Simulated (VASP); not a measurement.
Set up this calculation in VASP 6.6.1, as the native input.

| Quantity | Value |
| --- | --- |
| Task | single point |
| Functional | PBE |
| Potentials or basis | VASP PAW PBE potentials, release 64 (Li_sv, H) |
| Cutoff | 520 eV |
| k mesh | 9 × 9 × 6 |
| Occupations | gaussian, width 0.01 eV |
| Spin | no spin polarisation |
| Dipole correction | no |
| Further INCAR settings | ALGO = Normal; EDIFF = 1e-06; NBANDS = 12 |

The structure of LiH lies in POSCAR:

```
LiH
1.0
    3.3169994477      0.0000000000      0.0000000000
   -1.6584997239      2.8726057860      0.0000000000
    0.0000000000      0.0000000000      4.1522930338
Li H
2 2
Direct
    0.3333333333      0.6666666667      0.2500000000
    0.6666666667      0.3333333333      0.7500000000
    0.6666666667      0.3333333333      0.2500000000
    0.3333333333      0.6666666667      0.7500000000
```

The input as run:

INCAR

```
PREC = Accurate ; ENCUT = 520
EDIFF = 1E-6 ; ISMEAR = 0
SIGMA = 0.01 ; LREAL = False
LASPH = True ; NELM = 100
ALGO = Normal ; ISIF = 2
LWAVE = False ; LCHARG = False
GGA = PE ; NBANDS = 12
```

KPOINTS

```
regular mesh
0
Gamma
  9 9 6
```

Potentials or basis: VASP PAW PBE potentials, release 64 (Li_sv, H).

Launch:

```bash
$ cat potpaw_PBE.64/Li_sv/POTCAR potpaw_PBE.64/H/POTCAR > POTCAR
$ mpirun -np 1 vasp_std > vasp.out
```

It gave:

```
Band gap on the k mesh : 1.95 eV (least direct gap 3.10 eV)
```

Wall time 39 s on 1 thread of Intel Xeon 8259CL, on a shared host, peak memory 0.16 GiB.
